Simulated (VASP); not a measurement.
Write the native input for VASP 6.6.1 that does the following.

```
Task                               : single point
Functional                         : HSE06
Potentials or basis                : VASP PAW PBE potentials, release 64 (Ge_d)
Cutoff                             : 520 eV
k mesh                             : 4 × 4 × 4
Occupations                        : fermi-dirac, width 0.05 eV
Spin                               : no spin polarisation
Dipole correction                  : no
Grid for exact exchange (PRECFOCK) : Normal
Further INCAR settings             : ALGO = Normal; EDIFF = 1e-06; NBANDS = 21
Screening parameter                : 0.2079 1/Å
```

The system is Ge.

```
CELL_PARAMETERS angstrom
0.00000 2.80106 2.80106
2.80106 0.00000 2.80106
2.80106 2.80106 0.00000
ATOMIC_POSITIONS crystal
Ge 0.00000 0.00000 0.00000
Ge 0.25000 0.25000 0.25000
```

One way to write it, as run:

POSCAR

```
Ge
1.0
    0.0000000000      2.8010558195      2.8010558195
    2.8010558195      0.0000000000      2.8010558195
    2.8010558195      2.8010558195      0.0000000000
Ge
2
Direct
    0.0000000000      0.0000000000      0.0000000000
    0.2500000000      0.2500000000      0.2500000000
```

INCAR.step1

```
SYSTEM = Ge
PREC = Accurate
ENCUT = 520
EDIFF = 1E-5
ISMEAR = -1
SIGMA = 0.05
LREAL = .FALSE.
LASPH = .TRUE.
NELM = 100
ALGO = Normal
ISIF = 2
LWAVE = .TRUE.
NBANDS = 21
GGA = PE
```

INCAR.step2

```
SYSTEM = Ge
PREC = Accurate
ENCUT = 520
EDIFF = 1E-6
ISMEAR = -1
SIGMA = 0.05
LREAL = .FALSE.
LASPH = .TRUE.
NELM = 100
ALGO = Normal
ISIF = 2
LWAVE = .FALSE.
LCHARG = .TRUE.
GGA = PE
LHFCALC = .TRUE.
HFSCREEN = 0.2079
PRECFOCK = Normal
LELF = .TRUE.
LVHAR = .TRUE.
NBANDS = 21
ISTART = 1
```

KPOINTS

```
Automatic mesh
0
G
  4 4 4
  0 0 0
```

Potentials or basis: VASP PAW PBE potentials, release 64 (Ge_d).

Launch:

```console
$ cat potpaw_PBE.64/Ge_d/POTCAR > POTCAR
$ cp INCAR.step1 INCAR
$ mpirun -np 1 vasp_std > vasp.out
$ cp INCAR.step2 INCAR
$ mpirun -np 1 vasp_std > vasp.out
```

Results of the run:

The pressure is 3.7 GPa and the band gap on the k mesh is 0.99 eV, indirect (least direct gap 1.28 eV).

Caveat: the k points lie up to 0.49 Å⁻¹ apart; the PAW data sets were made with another functional, which shifts forces and pressure a little.

Run time: 9.5 min on 1 thread of Intel(R) Xeon(R) 6975P-C (Granite Rapids), with other jobs on the host, peak memory 0.27 GiB.
